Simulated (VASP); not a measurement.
# AlGa (R-3m) in VASP: a series of runs

Runs on AlGa. Level: PBE. Tasks: single point.

All numbers are computed with VASP 6.6.1; they aren't measurements. Logs are shortened: lines on timing, memory, paths and dates and some standing lists are left out, and cuts for length are marked.

## 1. The cell of the first run

Symmetry: R-3m, No. 166, trigonal system. Conventional cell: a = 2.933 Å, b = 2.933 Å, c = 14.071 Å, α = 90.00°, β = 90.00°, γ = 120.00°. Within 3.8 Å of Al (site symmetry -3m) lie 6 Ga at 2.89 Å and 6 Al at 2.93 Å. Within 3.8 Å of Ga (site symmetry -3m) lie 6 Al at 2.89 Å and 6 Ga at 2.93 Å.

## 2. Single point, PBE

File INCAR:

```
SYSTEM = AlGa
ALGO = Normal
EDIFF = 1E-7
ENCUT = 520
GGA = PE
ISIF = 2
ISMEAR = 0
LASPH = .TRUE.
LCHARG = .FALSE.
LREAL = .FALSE.
LWAVE = .FALSE.
NBANDS = 15
NELM = 80
PREC = Accurate
SIGMA = 0.1
```

File KPOINTS:

```
k-points
0
G
  6 6 6
  0 0 0
```

File POSCAR:

```
AlGa
1.0
    1.4666041000      0.8467443000      4.6903840000
   -1.4666041000      0.8467443000      4.6903840000
    0.0000000000     -1.6934885000      4.6903840000
Al Ga
1 1
Direct
    0.0000000000      0.0000000000      0.0000000000
    0.5000000000      0.5000000000      0.5000000000
```

Potentials or basis: VASP PAW PBE potentials, release 64 (Al, Ga_d).

Command:

```
cat potpaw_PBE.64/Al/POTCAR potpaw_PBE.64/Ga_d/POTCAR > POTCAR
mpirun -np 1 vasp_std > vasp.out
```

OUTCAR:

```text
SYSTEM = AlGa
   EDIFF = 1E-7
   ENCUT = 520
   GGA = PE
   ISIF = 2
   ISMEAR = 0
   LASPH = .TRUE.
   LREAL = .FALSE.
   NELM = 80
   PREC = Accurate

 ion  position               nearest neighbor table
   1  0.000  0.000  0.000-   2 2.89   2 2.89   2 2.89   2 2.89   2 2.89   2 2.89
   2  0.500  0.500  0.500-   1 2.89   1 2.89   1 2.89   1 2.89   1 2.89   1 2.89

  LATTYP: Found a trigonal (rhomboedric) cell.
 ALAT       =     4.9867429815
 COS(alpha) =     0.8270096758

  Lattice vectors:

 A1 = (   1.4666041000,   0.8467443000,   4.6903840000)
 A2 = (  -1.4666041000,   0.8467443000,   4.6903840000)
 A3 = (   0.0000000000,  -1.6934885000,   4.6903840000)

Analysis of symmetry for initial positions (statically):
=====================================================================
 Subroutine PRICEL returns:
 Original cell was already a primitive cell.

 Routine SETGRP: Setting up the symmetry group for a
 trigonal (rhombohedral) supercell.

 Subroutine GETGRP returns: Found 12 space group operations
 (whereof 12 operations were pure point group operations)
 out of a pool of 12 trial point group operations.

The static configuration has the point symmetry D_3d.

Analysis of symmetry for dynamics (positions and initial velocities):
=====================================================================
 Subroutine PRICEL returns:
 Original cell was already a primitive cell.

 Routine SETGRP: Setting up the symmetry group for a
 trigonal (rhombohedral) supercell.

 Subroutine GETGRP returns: Found 12 space group operations
 (whereof 12 operations were pure point group operations)
 out of a pool of 12 trial point group operations.

The dynamic configuration has the point symmetry D_3d.

 Subroutine INISYM returns: Found 12 space group operations
 (whereof 12 operations are pure point group operations),
 and found     1 'primitive' translations

----------------------------------------------------------------------------------------

                                     Primitive cell

  volume of cell :      34.9482

  direct lattice vectors                    reciprocal lattice vectors
     1.466604100  0.846744300  4.690384000     0.340923634  0.196832353  0.071067385
    -1.466604100  0.846744300  4.690384000    -0.340923634  0.196832353  0.071067385
     0.000000000 -1.693488500  4.690384000     0.000000000 -0.393664707  0.071067389

  length of vectors
     4.986742981  4.986742981  4.986742962     0.400028090  0.400028090  0.400028093

  position of ions in fractional coordinates (direct lattice)
     0.000000000  0.000000000  0.000000000
     0.500000000  0.500000000  0.500000000

  ion indices of the primitive-cell ions
   primitive index   ion index
                 1           1
                 2           2

----------------------------------------------------------------------------------------

 KPOINTS: k-points

Automatic generation of k-mesh.
 Grid dimensions read from file:
 generate k-points for:    6    6    6

 Generating k-lattice:

  Cartesian coordinates                     Fractional coordinates (reciprocal lattice)
     0.056820606  0.032805392  0.011844564     0.166666667 -0.000000000  0.000000000
    -0.056820606  0.032805392  0.011844564    -0.000000000  0.166666667  0.000000000
     0.000000000 -0.065610784  0.011844565     0.000000000  0.000000000  0.166666667

  Length of vectors
     0.066671348  0.066671348  0.066671349

  Shift w.r.t. Gamma in fractional coordinates (k-lattice)
     0.000000000  0.000000000  0.000000000

 Subroutine IBZKPT returns following result:
 ===========================================

 Found     32 irreducible k-points:

 Following reciprocal coordinates:
            Coordinates               Weight
  0.000000  0.000000  0.000000      1.000000
  0.166667  0.000000 -0.000000      6.000000
  0.333333  0.000000 -0.000000      6.000000
  0.500000 -0.000000  0.000000      3.000000
  0.166667  0.166667 -0.000000      6.000000
  0.333333  0.166667 -0.000000     12.000000
[... 16 lines left out ...]
  0.500000  0.500000  0.166667      6.000000
 -0.333333  0.500000  0.166667     12.000000
 [... further k-points ...]
   k-points           NKPTS =     32   k-points in BZ     NKDIM =     32   number of bands    NBANDS=     15
   number of dos      NEDOS =    301   number of ions     NIONS =      2
   total plane-waves  NPLWV =  64000
   dimension x,y,z NGX =    40 NGY =   40 NGZ =   40
   dimension x,y,z NGXF=    80 NGYF=   80 NGZF=   80
   ions per type =               1   1
   NGX,Y,Z   is equivalent  to a cutoff of  13.34, 13.34, 13.34 a.u.
   NGXF,Y,Z  is equivalent  to a cutoff of  26.67, 26.67, 26.67 a.u.
 SYSTEM =  AlGa
   PREC   = accura    normal or accurate (medium, high low for compatibility)
   ISTART =      0    job   : 0-new  1-cont  2-samecut
   ICHARG =      2    charge: 1-file 2-atom 10-const
   ISPIN  =      1    spin polarized calculation?
   LNONCOLLINEAR =      F non collinear calculations
   LSORBIT =      F    spin-orbit coupling
   LASPH  =      T    aspherical Exc in radial PAW
   ENCUT  =  520.0 eV  38.22 Ry    6.18 a.u.   9.27  9.27  9.27*2*pi/ulx,y,z
   NELM   =     80;   NELMIN=  2; NELMDL= -5     # of ELM steps
   EDIFF  = 0.1E-06   stopping-criterion for ELM
   LREAL  =      F    real-space projection
   EDIFFG = 0.1E-05   stopping-criterion for IOM
   NSW    =      0    number of steps for IOM
   IBRION =     -1    ionic relax: 0-MD 1-quasi-New 2-CG
   NFREE  =      0    steps in history (QN), initial steepest desc. (CG)
   ISIF   =      2    stress and relaxation
   ISYM   =      2    0-nonsym 1-usesym 2-fastsym
   POTIM  = 0.5000    time-step for ionic-motion
   TEBEG  =    0.0;   TEEND  =   0.0 temperature during run
   PSTRESS=    0.0 pullay stress
   NELECT =      16.0000    total number of electrons
   NUPDOWN=      -1.0000    fix difference up-down
   EMIN   =  10.00;   EMAX   =-10.00  energy-range for DOS
   EFERMI =   0.00;   METHOD = LEGACY
   ISMEAR =     0;   SIGMA  =   0.10  broadening in eV -4-tet -1-fermi 0-gaus
   EFERMI_NEDOS =   21; number of points for ismear=-14 and -15
   IALGO  =     38    algorithm
   IMIX   =      4    mixing-type and parameters
     AMIX     =   0.40;   BMIX     =  1.00
     AMIX_MAG =   1.60;   BMIX_MAG =  1.00
  volume/ion in A,a.u.               =      17.47       117.92
  Fermi-wavevector in a.u.,A,eV,Ry     =   1.261750  2.384361 21.660644  1.592012
  Thomas-Fermi vector in A             =   2.395193
   LORBIT       =      0    0 simple, 1 ext, 2 COOP (PROOUT), +10 PAW based schemes
   GGA     = PE    functional components
   LHFCALC =     F    Hartree Fock is set to
   AEXX    =    0.0000 exact exchange contribution
   IVDW    =     0    specifies the selected vdW correction
   LEPSILON=     F    determine dielectric tensor
   LRPA    =     F    only Hartree local field effects (RPA)
 non-spin polarized calculation
 Gauss-broadening in eV      SIGMA  =   0.10
  energy-cutoff  :      520.00
  volume of cell :       34.95
 maximum number of plane-waves:       966
 NGX is ok and might be reduce to    40
   NGX = 19   NGY = 19   NGZ = 19

 number of electron      15.9999998 magnetization

 Free energy of the ion-electron system (eV)
  ---------------------------------------------------
  ext. energy  EPLUGINS =         0.00000000
  ---------------------------------------------------
  free energy    TOTEN  =        -6.62332565 eV

  energy without entropy =       -6.61865654  energy(sigma->0) =       -6.62099109

 E-fermi :   6.8605     XC(G=0): -10.7024

 val. band max:        6.8227721909   @ k =   0.3333   0.1667  -0.0000
 cond. band min:       6.9340517814   @ k =   0.3333   0.0000  -0.0000
 fundamental gap:      0.1112795906
 Fermi energy:         6.8604976685

 k-point     1 :       0.0000    0.0000    0.0000
  band No.  band energies     occupation
      1      -8.1494      2.00000
      2      -8.0893      2.00000
      3      -8.0893      2.00000
      4      -7.9433      2.00000
      5      -7.9433      2.00000
      6      -4.3904      2.00000
      7       2.5327      2.00000
      8       2.5961      2.00000
      9      17.1883      0.00000
     10      17.1883      0.00000
     11      18.8066      0.00000
     12      18.8066      0.00000
     13      19.8747      0.00000
     14      19.8747      0.00000
     15      20.1611      0.00000

 k-point     2 :       0.1667    0.0000   -0.0000
  band No.  band energies     occupation
      1      -8.1334      2.00000
      2      -8.0820      2.00000
      3      -8.0326      2.00000
      4      -7.9887      2.00000
      5      -7.9520      2.00000
      6      -3.7190      2.00000
      7       2.4685      2.00000
      8       3.9670      2.00000
      9      12.0806      0.00000
     10      14.8433      0.00000
     11      15.2970      0.00000
     12      16.7964      0.00000
     13      17.3105      0.00000
     14      18.6053      0.00000
     15      20.8603      0.00000

 k-point     3 :       0.3333    0.0000   -0.0000
  band No.  band energies     occupation
      1      -8.1876      2.00000
      2      -8.0748      2.00000
      3      -7.9931      2.00000
      4      -7.9702      2.00000
      5      -7.9159      2.00000
      6      -1.6939      2.00000
      7       3.6739      2.00000
      8       6.0734      2.00000
      9       6.9341      0.29824
     10      10.0310      0.00000
     11      13.7461      0.00000
     12      14.6249      0.00000
     13      15.3038      0.00000
     14      15.8211      0.00000
     15      17.7425      0.00000
[... 343 lines left out ...]
 k-point    23 :       0.5000    0.5000    0.1667
  band No.  band energies     occupation
      1      -8.1881      2.00000
      2      -8.0815      2.00000
      3      -7.9853      2.00000
      4      -7.9694      2.00000
      5      -7.9159      2.00000
      6      -0.8124      2.00000
      7       0.9257      2.00000
      8       6.5176      2.00000
      9       9.4905      0.00000
     10      11.1407      0.00000
     11      12.5266      0.00000
     12      14.4818      0.00000
     13      15.5659      0.00000
     14      17.3213      0.00000
     15      17.9044      0.00000

 k-point    24 :      -0.3333    0.5000    0.1667
  band No.  band energies     occupation
      1      -8.1470      2.00000
      2      -8.0971      2.00000
      3      -8.0015      2.00000
      4      -7.9765      2.00000
      5      -7.9015      2.00000
      6       1.3656      2.00000
      7       2.4369      2.00000
      8       4.4461      2.00000
      9       7.8705      0.00000
     10       8.3717      0.00000
     11      12.8488      0.00000
     12      13.2840      0.00000
     13      15.1497      0.00000
     14      15.3049      0.00000
     15      17.3366      0.00000

 [... further k-points ...]
[... 5 lines left out ...]
  --------------------------------------------------------------------------------------
  -------------------------------------------------------------------------------------
  Total       -0.3203212     -0.3203212      0.5856434      0.0000000      0.0000000      0.0000000
  in kB      -14.6849145    -14.6849143     26.8484392      0.0000000      0.0000002      0.0000000
  external PRESSURE =      -0.8404632 kB  Pullay stress =       0.0000000 kB

 VOLUME and BASIS-vectors are now :
 -----------------------------------------------------------------------------
  energy-cutoff  :      520.00
  volume of cell :       34.95
      direct lattice vectors                 reciprocal lattice vectors
     1.466604100  0.846744300  4.690384000     0.340923634  0.196832353  0.071067385
    -1.466604100  0.846744300  4.690384000    -0.340923634  0.196832353  0.071067385
     0.000000000 -1.693488500  4.690384000     0.000000000 -0.393664707  0.071067389

 POSITION                                       TOTAL-FORCE (eV/Angst)
 -----------------------------------------------------------------------------------
      0.00000      0.00000      0.00000         0.000000      0.000000      0.000000
      0.00000      0.00000      7.03558         0.000000     -0.000000     -0.000000
 -----------------------------------------------------------------------------------
    total drift:                               -0.000000      0.000000      0.000000

  FREE ENERGIE OF THE ION-ELECTRON SYSTEM (eV)
  ---------------------------------------------------
  free  energy   TOTEN  =        -6.6233256533 eV

  energy  without entropy=       -6.6186565351  energy(sigma->0) =       -6.62099109
```

Wall time 16 s (1 thread of Intel Xeon 6975P-C (Granite Rapids), shared host); peak memory 0.23 GiB.

What came out:

| Item | Value |
| --- | --- |
| Free energy | -6.6233 eV |
| Pressure | -0.1 GPa |
| Band gap on the k mesh | zero (band 8 reaches 10.48 eV, above the bottom of band 9 at 5.22 eV) |

Stress tensor (GPa, compression positive):
```
-1.47  0.00  0.00
 0.00 -1.47  0.00
 0.00  0.00  2.68
```

Caveat: the k points lie up to 0.42 Å⁻¹ apart.

## 3. Single point, PBE

File INCAR:

```
SYSTEM = AlGa
ALGO = Fast
EDIFF = 1E-6
ENCUT = 520
GGA = PE
ISIF = 2
ISMEAR = 0
LASPH = .TRUE.
LCHARG = .FALSE.
LREAL = .FALSE.
LWAVE = .FALSE.
NBANDS = 15
NELM = 100
PREC = Accurate
SIGMA = 0.1
```

File KPOINTS:

```
k-points
0
G
  24 24 24
  0 0 0
```

File POSCAR:

```
AlGa
1.0
    1.4666040954      0.8467442860      4.6903839970
   -1.4666040954      0.8467442860      4.6903839970
    0.0000000000     -1.6934885219      4.6903840060
Al Ga
1 1
Direct
    0.0000000000      0.0000000000      0.0000000000
    0.5000000000      0.5000000000      0.5000000000
```

Potentials or basis: VASP PAW PBE potentials, release 64 (Al, Ga_d).

Command:

```
cat potpaw_PBE.64/Al/POTCAR potpaw_PBE.64/Ga_d/POTCAR > POTCAR
mpirun -np 1 vasp_std > vasp.out
```

It took 10 min on 1 thread of Intel Xeon 6975P-C (Granite Rapids), shared host; peak memory 0.83 GiB.

It converged, with:

```yaml
Free_energy: -6.5721 eV
Pressure: 0.0 GPa
Band_gap_on_the_k_mesh: zero (band 8 reaches 11.01 eV, above the bottom of band 9 at 4.77 eV)
```

Levels at points of the mesh, in eV from the Fermi level:
| k point | band 6 | band 7 | band 8 | band 9 | band 10 | band 11 |
| --- | --- | --- | --- | --- | --- | --- |
| (0.00, 0.00, 0.00) | -11.31 | -4.40 | -4.33 | 10.26 | 10.26 | 11.86 |
| (0.50, 0.00, 0.00) | -5.50 | -5.00 | -0.80 | -0.66 | 3.53 | 3.96 |
| (0.50, 0.50, 0.00) | -4.96 | -4.46 | -2.87 | -1.71 | 4.94 | 5.43 |
| (0.50, 0.50, 0.50) | -9.96 | -9.14 | 3.55 | 4.28 | 9.96 | 9.96 |
